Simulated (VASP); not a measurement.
# Zr (Fm-3m) in VASP: further runs

The runs below take Zr through single point, with PBE.

Everything below comes from runs of VASP 6.6.1. Logs are shortened: lines on timing, memory, paths and dates and some standing lists are left out, and cuts for length are marked.

## Step 1: The cell of the first run

It takes space group Fm-3m (No. 225, cubic). The conventional cell has a = 4.584 Å, b = 4.584 Å, c = 4.584 Å, α = 90.00°, β = 90.00°, γ = 90.00°. Zr (site symmetry m-3m) has 12 Zr at 3.24 Å within 4.3 Å.

This isn't the form of Zr at room conditions, which is hcp.

## Step 2: Single point, PBE

The input, INCAR:

```
SYSTEM = Zr
ALGO = Normal
EDIFF = 1E-6
ENCUT = 500
GGA = PE
GGA_COMPAT = .False.
ISIF = 2
ISMEAR = 0
LASPH = .True.
LCHARG = .False.
LREAL = .False.
LWAVE = .False.
NBANDS = 12
NELM = 120
PREC = Accurate
SIGMA = 0.1
```

The input, KPOINTS:

```
k-points
0
Gamma
  9 9 9
  0 0 0
```

The input, POSCAR:

```
Zr
1.0
    0.0000000000      2.2919737846      2.2919737846
    2.2919737846      0.0000000000      2.2919737846
    2.2919737846      2.2919737846      0.0000000000
Zr
1
Direct
    0.0000000000      0.0000000000      0.0000000000
```

Potentials or basis: VASP PAW PBE potentials, release 64 (Zr_sv).

Run with:

```
cat potpaw_PBE.64/Zr_sv/POTCAR > POTCAR
mpirun -np 1 vasp_std > vasp.out
```

OUTCAR:

```text
SYSTEM = Zr
   EDIFF = 1E-6
   ENCUT = 500
   GGA = PE
   ISIF = 2
   ISMEAR = 0
   LASPH = .True.
   LREAL = .False.
   NELM = 120
   PREC = Accurate

 ion  position               nearest neighbor table
   1  0.000  0.000  0.000-

  LATTYP: Found a face centered cubic cell.
 ALAT       =     4.5839475692

  Lattice vectors:

 A1 = (   0.0000000000,   2.2919737846,   2.2919737846)
 A2 = (   2.2919737846,   0.0000000000,   2.2919737846)
 A3 = (   2.2919737846,   2.2919737846,   0.0000000000)

Analysis of symmetry for initial positions (statically):
=====================================================================
 Subroutine PRICEL returns:
 Original cell was already a primitive cell.

 Routine SETGRP: Setting up the symmetry group for a
 face centered cubic supercell.

 Subroutine GETGRP returns: Found 48 space group operations
 (whereof 48 operations were pure point group operations)
 out of a pool of 48 trial point group operations.

The static configuration has the point symmetry O_h .

Analysis of symmetry for dynamics (positions and initial velocities):
=====================================================================
 Subroutine PRICEL returns:
 Original cell was already a primitive cell.

 Routine SETGRP: Setting up the symmetry group for a
 face centered cubic supercell.

 Subroutine GETGRP returns: Found 48 space group operations
 (whereof 48 operations were pure point group operations)
 out of a pool of 48 trial point group operations.

The dynamic configuration has the point symmetry O_h .

 Subroutine INISYM returns: Found 48 space group operations
 (whereof 48 operations are pure point group operations),
 and found     1 'primitive' translations

----------------------------------------------------------------------------------------

                                     Primitive cell

  volume of cell :      24.0801

  direct lattice vectors                    reciprocal lattice vectors
     0.000000000  2.291973785  2.291973785    -0.218152582  0.218152582  0.218152582
     2.291973785  0.000000000  2.291973785     0.218152582 -0.218152582  0.218152582
     2.291973785  2.291973785  0.000000000     0.218152582  0.218152582 -0.218152582

  length of vectors
     3.241340411  3.241340411  3.241340411     0.377851357  0.377851357  0.377851357

  position of ions in fractional coordinates (direct lattice)
     0.000000000  0.000000000  0.000000000

  ion indices of the primitive-cell ions
   primitive index   ion index
                 1           1

----------------------------------------------------------------------------------------

 KPOINTS: k-points

Automatic generation of k-mesh.
 Grid dimensions read from file:
 generate k-points for:    9    9    9

 Generating k-lattice:

  Cartesian coordinates                     Fractional coordinates (reciprocal lattice)
    -0.024239176  0.024239176  0.024239176     0.111111111  0.000000000  0.000000000
     0.024239176 -0.024239176  0.024239176     0.000000000  0.111111111  0.000000000
     0.024239176  0.024239176 -0.024239176     0.000000000  0.000000000  0.111111111

  Length of vectors
     0.041983484  0.041983484  0.041983484

  Shift w.r.t. Gamma in fractional coordinates (k-lattice)
     0.000000000  0.000000000  0.000000000

 Subroutine IBZKPT returns following result:
 ===========================================

 Found     35 irreducible k-points:

 Following reciprocal coordinates:
            Coordinates               Weight
  0.000000  0.000000  0.000000      1.000000
  0.111111  0.000000  0.000000      8.000000
  0.222222  0.000000  0.000000      8.000000
  0.333333  0.000000  0.000000      8.000000
  0.444444  0.000000  0.000000      8.000000
  0.111111  0.111111  0.000000      6.000000
[... 16 lines left out ...]
 -0.333333  0.333333  0.000000     12.000000
  0.444444  0.444444  0.000000      6.000000
 [... further k-points ...]
   k-points           NKPTS =     35   k-points in BZ     NKDIM =     35   number of bands    NBANDS=     12
   number of dos      NEDOS =    301   number of ions     NIONS =      1
   total plane-waves  NPLWV =  13824
   dimension x,y,z NGX =    24 NGY =   24 NGZ =   24
   dimension x,y,z NGXF=    48 NGYF=   48 NGZF=   48
   ions per type =               1
   NGX,Y,Z   is equivalent  to a cutoff of  12.31, 12.31, 12.31 a.u.
   NGXF,Y,Z  is equivalent  to a cutoff of  24.62, 24.62, 24.62 a.u.
 SYSTEM =  Zr
   PREC   = accura    normal or accurate (medium, high low for compatibility)
   ISTART =      0    job   : 0-new  1-cont  2-samecut
   ICHARG =      2    charge: 1-file 2-atom 10-const
   ISPIN  =      1    spin polarized calculation?
   LNONCOLLINEAR =      F non collinear calculations
   LSORBIT =      F    spin-orbit coupling
   LASPH  =      T    aspherical Exc in radial PAW
   ENCUT  =  500.0 eV  36.75 Ry    6.06 a.u.   5.91  5.91  5.91*2*pi/ulx,y,z
   NELM   =    120;   NELMIN=  2; NELMDL= -5     # of ELM steps
   EDIFF  = 0.1E-05   stopping-criterion for ELM
   LREAL  =      F    real-space projection
   EDIFFG = 0.1E-04   stopping-criterion for IOM
   NSW    =      0    number of steps for IOM
   IBRION =     -1    ionic relax: 0-MD 1-quasi-New 2-CG
   NFREE  =      0    steps in history (QN), initial steepest desc. (CG)
   ISIF   =      2    stress and relaxation
   ISYM   =      2    0-nonsym 1-usesym 2-fastsym
   POTIM  = 0.5000    time-step for ionic-motion
   TEBEG  =    0.0;   TEEND  =   0.0 temperature during run
   PSTRESS=    0.0 pullay stress
   NELECT =      12.0000    total number of electrons
   NUPDOWN=      -1.0000    fix difference up-down
   EMIN   =  10.00;   EMAX   =-10.00  energy-range for DOS
   EFERMI =   0.00;   METHOD = LEGACY
   ISMEAR =     0;   SIGMA  =   0.10  broadening in eV -4-tet -1-fermi 0-gaus
   EFERMI_NEDOS =   21; number of points for ismear=-14 and -15
   IALGO  =     38    algorithm
   IMIX   =      4    mixing-type and parameters
     AMIX     =   0.40;   BMIX     =  1.00
     AMIX_MAG =   1.60;   BMIX_MAG =  1.00
  volume/ion in A,a.u.               =      24.08       162.50
  Fermi-wavevector in a.u.,A,eV,Ry     =   1.297923  2.452719 22.920431  1.684604
  Thomas-Fermi vector in A             =   2.429284
   LORBIT       =      0    0 simple, 1 ext, 2 COOP (PROOUT), +10 PAW based schemes
   GGA     = PE    functional components
   LHFCALC =     F    Hartree Fock is set to
   AEXX    =    0.0000 exact exchange contribution
   IVDW    =     0    specifies the selected vdW correction
   LEPSILON=     F    determine dielectric tensor
   LRPA    =     F    only Hartree local field effects (RPA)
 non-spin polarized calculation
 Gauss-broadening in eV      SIGMA  =   0.10
  energy-cutoff  :      500.00
  volume of cell :       24.08
 maximum number of plane-waves:       624
   NGX = 11   NGY = 11   NGZ = 11

 number of electron      12.0000000 magnetization

 Free energy of the ion-electron system (eV)
  ---------------------------------------------------
  ext. energy  EPLUGINS =         0.00000000
  ---------------------------------------------------
  free energy    TOTEN  =        -8.46867458 eV

  energy without entropy =       -8.45674634  energy(sigma->0) =       -8.46271046

 E-fermi :   8.5621     XC(G=0): -10.9302

 val. band max:        8.5445233323   @ k =  -0.3333   0.1111   0.0000
 cond. band min:       8.5632196433   @ k =  -0.3333   0.3333   0.1111
 fundamental gap:      0.0186963110
 Fermi energy:         8.5620768626

 k-point     1 :       0.0000    0.0000    0.0000
  band No.  band energies     occupation
      1     -40.2575      2.00000
      2     -17.8178      2.00000
      3     -17.8178      2.00000
      4     -17.8178      2.00000
      5       3.0269      2.00000
      6       9.4858      0.00000
      7       9.4858      0.00000
      8       9.4858      0.00000
      9      11.7909      0.00000
     10      11.7909      0.00000
     11      18.9470      0.00000
     12      22.9879      0.00000

 k-point     2 :       0.1111    0.0000    0.0000
  band No.  band energies     occupation
      1     -40.2434      2.00000
      2     -17.9239      2.00000
      3     -17.8311      2.00000
      4     -17.8311      2.00000
      5       3.4016      2.00000
      6       9.1645      0.00000
      7       9.6499      0.00000
      8       9.6499      0.00000
      9      11.6433      0.00000
     10      11.6433      0.00000
     11      19.7068      0.00000
     12      21.6554      0.00000

 k-point     3 :       0.2222    0.0000    0.0000
  band No.  band energies     occupation
      1     -40.2076      2.00000
      2     -18.1854      2.00000
      3     -17.8646      2.00000
      4     -17.8646      2.00000
      5       4.3608      2.00000
      6       8.6184      0.42562
      7       9.8266      0.00000
      8       9.8266      0.00000
      9      11.6767      0.00000
     10      11.6767      0.00000
     11      19.6201      0.00000
     12      21.5902      0.00000
[... 286 lines left out ...]
 k-point    23 :      -0.3333    0.3333    0.0000
  band No.  band energies     occupation
      1     -40.1059      2.00000
      2     -18.3979      2.00000
      3     -18.3907      2.00000
      4     -18.0177      2.00000
      5       7.0248      2.00000
      6       7.4561      2.00000
      7       8.7719      0.00300
      8      11.1422      0.00000
      9      12.6740      0.00000
     10      15.1145      0.00000
     11      18.3778      0.00000
     12      19.2287      0.00000

 k-point    24 :       0.4444    0.4444    0.0000
  band No.  band energies     occupation
      1     -40.1011      2.00000
      2     -18.5987      2.00000
      3     -18.1145      2.00000
      4     -18.1145      2.00000
      5       5.7178      2.00000
      6       6.5172      2.00000
      7      11.0176      0.00000
      8      13.4268      0.00000
      9      13.6207      0.00000
     10      13.6207      0.00000
     11      18.5128      0.00000
     12      18.5128      0.00000

 [... further k-points ...]

------------------------ aborting loop because EDIFF is reached ----------------------------------------

  FORCE on cell =-STRESS in cart. coord.  units (eV):
  Direction    XX          YY          ZZ          XY          YZ          ZX
  --------------------------------------------------------------------------------------
  -------------------------------------------------------------------------------------
  Total       -0.4360737     -0.4360737     -0.4360737      0.0000000     -0.0000000      0.0000000
  in kB      -29.0142630    -29.0142630    -29.0142630      0.0000000     -0.0000000      0.0000000
  external PRESSURE =     -29.0142630 kB  Pullay stress =       0.0000000 kB

 VOLUME and BASIS-vectors are now :
 -----------------------------------------------------------------------------
  energy-cutoff  :      500.00
  volume of cell :       24.08
      direct lattice vectors                 reciprocal lattice vectors
     0.000000000  2.291973785  2.291973785    -0.218152582  0.218152582  0.218152582
     2.291973785  0.000000000  2.291973785     0.218152582 -0.218152582  0.218152582
     2.291973785  2.291973785  0.000000000     0.218152582  0.218152582 -0.218152582

 POSITION                                       TOTAL-FORCE (eV/Angst)
 -----------------------------------------------------------------------------------
      0.00000      0.00000      0.00000        -0.000000      0.000000      0.000000
 -----------------------------------------------------------------------------------
    total drift:                               -0.000000      0.000000     -0.000000

  FREE ENERGIE OF THE ION-ELECTRON SYSTEM (eV)
  ---------------------------------------------------
  free  energy   TOTEN  =        -8.4686745770 eV

  energy  without entropy=       -8.4567463440  energy(sigma->0) =       -8.46271046
```

Wall time 10 s (1 thread of Intel Xeon Platinum 8375C at 2.90GHz (Ice Lake), shared host); peak memory 0.14 GiB.

What came out:

| Item | Value |
| --- | --- |
| Free energy | -8.4687 eV |
| Pressure | -2.9 GPa |
| Band gap on the k mesh | zero (bands 6 and 7 overlap by 1.51 eV) |

Levels at points of the mesh, in eV from the Fermi level:
| k point | band 3 | band 4 | band 5 | band 6 | band 7 | band 8 | band 9 | band 10 |
| --- | --- | --- | --- | --- | --- | --- | --- | --- |
| (0.00, 0.00, 0.00) | -26.38 | -26.38 | -5.54 | 0.92 | 0.92 | 0.92 | 3.23 | 3.23 |

[end of part 1 of 2]
